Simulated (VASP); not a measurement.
# SrCl2 (Fm-3m) in VASP: settings compared, part 3 of 3

VASP 6.6.1. The steps go on from the part before.

## Step 6: Relaxation of cell and atoms, PBE+D4

INCAR reads:

```
SYSTEM = SrCl2
PREC = Accurate ; ENCUT = 600
EDIFF = 1E-7 ; ISMEAR = -1
SIGMA = 0.05 ; LREAL = .False.
LASPH = .True. ; NELM = 80
ALGO = Normal ; ISIF = 3
LWAVE = .False. ; LCHARG = .False.
GGA = PE ; IVDW = 13
IBRION = 2 ; NSW = 60
EDIFFG = -0.01
```

KPOINTS reads:

```
Automatic mesh
0
Gamma
  7 7 7
  0 0 0
```

POSCAR reads:

```
SrCl2
1.0
    0.0000000000      3.4883500000      3.4883500000
    3.4883500000      0.0000000000      3.4883500000
    3.4883500000      3.4883500000      0.0000000000
Sr Cl
1 2
Direct
    0.0000000000      0.0000000000      0.0000000000
    0.7500000000      0.7500000000      0.7500000000
    0.2500000000      0.2500000000      0.2500000000
```

Potentials or basis: VASP PAW PBE potentials, release 64 (Sr_sv, Cl).

Run with:

```sh
> cat potpaw_PBE.64/Sr_sv/POTCAR potpaw_PBE.64/Cl/POTCAR > POTCAR
> mpirun -np 1 vasp_std > vasp.out
```

OUTCAR:

```text
SYSTEM = SrCl2
   PREC = Accurate
   ENCUT = 600
   EDIFF = 1E-7
   ISMEAR = -1
   LREAL = .False.
   LASPH = .True.
   NELM = 80
   ISIF = 3
   GGA = PE
   IVDW = 13
   IBRION = 2
   NSW = 60
   EDIFFG = -0.01

 ion  position               nearest neighbor table
   1  0.000  0.000  0.000-   2 3.02   2 3.02   2 3.02   2 3.02   3 3.02   3 3.02   3 3.02   3 3.02

   2  0.750  0.750  0.750-   1 3.02   1 3.02   1 3.02   1 3.02
   3  0.250  0.250  0.250-   1 3.02   1 3.02   1 3.02   1 3.02

  LATTYP: Found a face centered cubic cell.
 ALAT       =     6.9767000000

  Lattice vectors:

 A1 = (   0.0000000000,   3.4883500000,   3.4883500000)
 A2 = (   3.4883500000,   0.0000000000,   3.4883500000)
 A3 = (   3.4883500000,   3.4883500000,   0.0000000000)

Analysis of symmetry for initial positions (statically):
=====================================================================
 Subroutine PRICEL returns:
 Original cell was already a primitive cell.

 Routine SETGRP: Setting up the symmetry group for a
 face centered cubic supercell.

 Subroutine GETGRP returns: Found 48 space group operations
 (whereof 48 operations were pure point group operations)
 out of a pool of 48 trial point group operations.

The static configuration has the point symmetry O_h .

Analysis of symmetry for dynamics (positions and initial velocities):
=====================================================================
 Subroutine PRICEL returns:
 Original cell was already a primitive cell.

 Routine SETGRP: Setting up the symmetry group for a
 face centered cubic supercell.

 Subroutine GETGRP returns: Found 48 space group operations
 (whereof 48 operations were pure point group operations)
 out of a pool of 48 trial point group operations.

The dynamic configuration has the point symmetry O_h .

 Subroutine INISYM returns: Found 48 space group operations
 (whereof 48 operations are pure point group operations),
 and found     1 'primitive' translations

----------------------------------------------------------------------------------------

                                     Primitive cell

  volume of cell :      84.8966

  direct lattice vectors                    reciprocal lattice vectors
     0.000000000  3.488350000  3.488350000    -0.143334241  0.143334241  0.143334241
     3.488350000  0.000000000  3.488350000     0.143334241 -0.143334241  0.143334241
     3.488350000  3.488350000  0.000000000     0.143334241  0.143334241 -0.143334241

  length of vectors
     4.933271880  4.933271880  4.933271880     0.248262188  0.248262188  0.248262188

  position of ions in fractional coordinates (direct lattice)
     0.000000000  0.000000000  0.000000000
     0.750000000  0.750000000  0.750000000
     0.250000000  0.250000000  0.250000000

  ion indices of the primitive-cell ions
   primitive index   ion index
                 1           1
                 2           2
                 3           3

----------------------------------------------------------------------------------------

 KPOINTS: Automatic mesh

Automatic generation of k-mesh.
 Grid dimensions read from file:
 generate k-points for:    7    7    7

 Generating k-lattice:

  Cartesian coordinates                     Fractional coordinates (reciprocal lattice)
    -0.020476320  0.020476320  0.020476320     0.142857143  0.000000000  0.000000000
     0.020476320 -0.020476320  0.020476320     0.000000000  0.142857143  0.000000000
     0.020476320  0.020476320 -0.020476320     0.000000000  0.000000000  0.142857143

  Length of vectors
     0.035466027  0.035466027  0.035466027

  Shift w.r.t. Gamma in fractional coordinates (k-lattice)
     0.000000000  0.000000000  0.000000000

 Subroutine IBZKPT returns following result:
 ===========================================

 Found     20 irreducible k-points:

 Following reciprocal coordinates:
            Coordinates               Weight
  0.000000  0.000000  0.000000      1.000000
  0.142857  0.000000  0.000000      8.000000
  0.285714  0.000000  0.000000      8.000000
  0.428571  0.000000  0.000000      8.000000
  0.142857  0.142857  0.000000      6.000000
  0.285714  0.142857  0.000000     24.000000
[... 12 lines left out ...]
 -0.428571  0.428571  0.142857     24.000000
 -0.285714  0.428571  0.142857     24.000000
   k-points           NKPTS =     20   k-points in BZ     NKDIM =     20   number of bands    NBANDS=     16
   number of dos      NEDOS =    301   number of ions     NIONS =      3
   total plane-waves  NPLWV =  64000
   dimension x,y,z NGX =    40 NGY =   40 NGZ =   40
   dimension x,y,z NGXF=    80 NGYF=   80 NGZF=   80
   ions per type =               1   2
   NGX,Y,Z   is equivalent  to a cutoff of  13.48, 13.48, 13.48 a.u.
   NGXF,Y,Z  is equivalent  to a cutoff of  26.96, 26.96, 26.96 a.u.
 SYSTEM =  SrCl2
   PREC   = accura    normal or accurate (medium, high low for compatibility)
   ISTART =      0    job   : 0-new  1-cont  2-samecut
   ICHARG =      2    charge: 1-file 2-atom 10-const
   ISPIN  =      1    spin polarized calculation?
   LNONCOLLINEAR =      F non collinear calculations
   LSORBIT =      F    spin-orbit coupling
   LASPH  =      T    aspherical Exc in radial PAW
   ENCUT  =  600.0 eV  44.10 Ry    6.64 a.u.   9.85  9.85  9.85*2*pi/ulx,y,z
   NELM   =     80;   NELMIN=  2; NELMDL= -5     # of ELM steps
   EDIFF  = 0.1E-06   stopping-criterion for ELM
   LREAL  =      F    real-space projection
   EDIFFG = -.1E-01   stopping-criterion for IOM
   NSW    =     60    number of steps for IOM
   IBRION =      2    ionic relax: 0-MD 1-quasi-New 2-CG
   NFREE  =      1    steps in history (QN), initial steepest desc. (CG)
   ISIF   =      3    stress and relaxation
   ISYM   =      2    0-nonsym 1-usesym 2-fastsym
   POTIM  = 0.5000    time-step for ionic-motion
   TEBEG  =    0.0;   TEEND  =   0.0 temperature during run
   PSTRESS=    0.0 pullay stress
   NELECT =      24.0000    total number of electrons
   NUPDOWN=      -1.0000    fix difference up-down
   EMIN   =  10.00;   EMAX   =-10.00  energy-range for DOS
   EFERMI =   0.00;   METHOD = LEGACY
   ISMEAR =    -1;   SIGMA  =   0.05  broadening in eV -4-tet -1-fermi 0-gaus
   EFERMI_NEDOS =   21; number of points for ismear=-14 and -15
   IALGO  =     38    algorithm
   IMIX   =      4    mixing-type and parameters
     AMIX     =   0.40;   BMIX     =  1.00
     AMIX_MAG =   1.60;   BMIX_MAG =  1.00
  volume/ion in A,a.u.               =      28.30       190.97
  Fermi-wavevector in a.u.,A,eV,Ry     =   1.074439  2.030396 15.706833  1.154420
  Thomas-Fermi vector in A             =   2.210267
   LORBIT       =      0    0 simple, 1 ext, 2 COOP (PROOUT), +10 PAW based schemes
   GGA     = PE    functional components
   LHFCALC =     F    Hartree Fock is set to
   AEXX    =    0.0000 exact exchange contribution
   IVDW    =    13    specifies the selected vdW correction
   LEPSILON=     F    determine dielectric tensor
   LRPA    =     F    only Hartree local field effects (RPA)
 conjugate gradient relaxation of ions
 non-spin polarized calculation
  energy-cutoff  :      600.00
  volume of cell :       84.90
 maximum number of plane-waves:      2851
   NGX = 19   NGY = 19   NGZ = 19

 number of electron      24.0000003 magnetization

 Free energy of the ion-electron system (eV)
  ---------------------------------------------------
  ext. energy  EPLUGINS =         0.00000000
  ---------------------------------------------------
  free energy    TOTEN  =       -12.78261592 eV

  energy without entropy =      -12.78261592  energy(sigma->0) =      -12.78261592

 E-fermi :   1.2932     XC(G=0):  -8.2828

 val. band max:        0.1176233960   @ k =  -0.4286   0.4286   0.0000
 cond. band min:       5.4909692760   @ k =   0.0000   0.0000   0.0000
 fundamental gap:      5.3733458801
 Fermi energy:         1.2932476126

 k-point     1 :       0.0000    0.0000    0.0000
  band No.  band energies     occupation
      1     -32.7344      2.00000
      2     -14.7261      2.00000
      3     -14.7261      2.00000
      4     -14.7261      2.00000
      5     -13.1523      2.00000
      6     -12.3023      2.00000
[... 357 lines left out ...]
      3     -14.8951      2.00000
      4     -14.7560      2.00000
      5     -12.5235      2.00000
      6     -12.4691      2.00000
[... 8 lines left out ...]
     15       7.3489      0.00000
     16       7.5453      0.00000

------------------------ aborting loop because EDIFF is reached ----------------------------------------

  DFT-D4 for vdW energy calculation

  Edisp (eV):   -0.58131

  FORCE on cell =-STRESS in cart. coord.  units (eV):
  Direction    XX          YY          ZZ          XY          YZ          ZX
  --------------------------------------------------------------------------------------
  -------------------------------------------------------------------------------------
  Total      -0.00196    -0.00196    -0.00196     0.00000    -0.00000     0.00000
  in kB      -0.03703    -0.03703    -0.03703     0.00000    -0.00000     0.00000
  external pressure =       -0.04 kB  Pullay stress =        0.00 kB

 VOLUME and BASIS-vectors are now :
 -----------------------------------------------------------------------------
  energy-cutoff  :      600.00
  volume of cell :       84.90
      direct lattice vectors                 reciprocal lattice vectors
     0.000000000  3.488350000  3.488350000    -0.143334241  0.143334241  0.143334241
     3.488350000  0.000000000  3.488350000     0.143334241 -0.143334241  0.143334241
     3.488350000  3.488350000  0.000000000     0.143334241  0.143334241 -0.143334241

 POSITION                                       TOTAL-FORCE (eV/Angst)
 -----------------------------------------------------------------------------------
      0.00000      0.00000      0.00000        -0.000000      0.000000     -0.000000
      5.23252      5.23252      5.23252        -0.000000     -0.000000      0.000000
      1.74418      1.74418      1.74418         0.000000      0.000000     -0.000000
 -----------------------------------------------------------------------------------
    total drift:                               -0.000000     -0.000000      0.000000

  FREE ENERGIE OF THE ION-ELECTRON SYSTEM (eV)
  ---------------------------------------------------
  free  energy   TOTEN  =       -13.3639269067 eV

  energy  without entropy=      -13.3639269067  energy(sigma->0) =      -13.36392691

 reached required accuracy - stopping structural energy minimisation
```

CONTCAR:

```text
SrCl2
   1.00000000000000
     0.0000000000000000    3.4883500000000001    3.4883500000000001
     3.4883500000000001    0.0000000000000000    3.4883500000000001
     3.4883500000000001    3.4883500000000001    0.0000000000000000
  Sr              Cl
     1     2
Direct
     0.0000000000000000    0.0000000000000000    0.0000000000000000
     0.7500000000000000    0.7500000000000000    0.7500000000000000
     0.2500000000000000    0.2500000000000000    0.2500000000000000

  0.00000000E+00  0.00000000E+00  0.00000000E+00
  0.00000000E+00  0.00000000E+00  0.00000000E+00
  0.00000000E+00  0.00000000E+00  0.00000000E+00
```

Wall time 16 s (1 thread of Intel Xeon 6975P-C (Granite Rapids), shared host); peak memory 0.25 GiB.

What came out:

| Property | Result |
| --- | --- |
| Free energy | -13.3639 eV |
| Pressure after relaxing | 0.0 GPa |
| Band gap on the k mesh | 5.37 eV (least direct gap 5.68 eV) |
| Dispersion energy per atom | -0.194 eV |

Final structure:
```yaml
crystal:
  lattice:
    - [0.00000, 3.48835, 3.48835]
    - [3.48835, 0.00000, 3.48835]
    - [3.48835, 3.48835, 0.00000]
  atoms:
    - { symbol: Sr, position: [0.00000, 0.00000, 0.00000] }
    - { symbol: Cl, position: [0.75000, 0.75000, 0.75000] }
    - { symbol: Cl, position: [0.25000, 0.25000, 0.25000] }
```

Caveat: the relaxation stopped at its first step, so nothing moved; an odd mesh through Γ misses points on the zone boundary, where band edges can lie. A hybrid or GW would open this gap; PBE tends to underestimate it.

## Step 7: Overview

```tsv
task	level	cell	cutoff (eV)	gap on the mesh (eV)	pressure (GPa)	relaxed volume (Å³/atom)
single point	PBE+D3(BJ)	a = 4.933 Å, angles 60.0°, 3 atoms	520	5.37	-0.2	-
single point	PBE	a = 4.977 Å, angles 60.0°, 3 atoms	520	5.27	0.1	-
relaxation of cell and atoms	PBE	relaxed from a = 4.933 Å, angles 60.0°, 3 atoms	600	5.25	0.0	29.18
relaxation of cell and atoms	PBE+D3(BJ)	relaxed from a = 4.933 Å, angles 60.0°, 3 atoms	600	5.39	0.0	28.17
relaxation of cell and atoms	PBE+D4	relaxed from a = 4.933 Å, angles 60.0°, 3 atoms	600	5.37	0.0	-
```

Alike in all rows: potentials or basis VASP PAW PBE potentials, release 64 (Sr_sv, Cl); no spin polarisation; k mesh 7 × 7 × 7; smearing fermi-dirac 0.05 eV.

Caveats: an odd mesh through Γ misses points on the zone boundary, where band edges can lie; three body term missing (at least some runs); the relaxation stopped at its first step, so nothing moved (at least some runs).

Absolute energies hang on the potentials; compare differences alone.
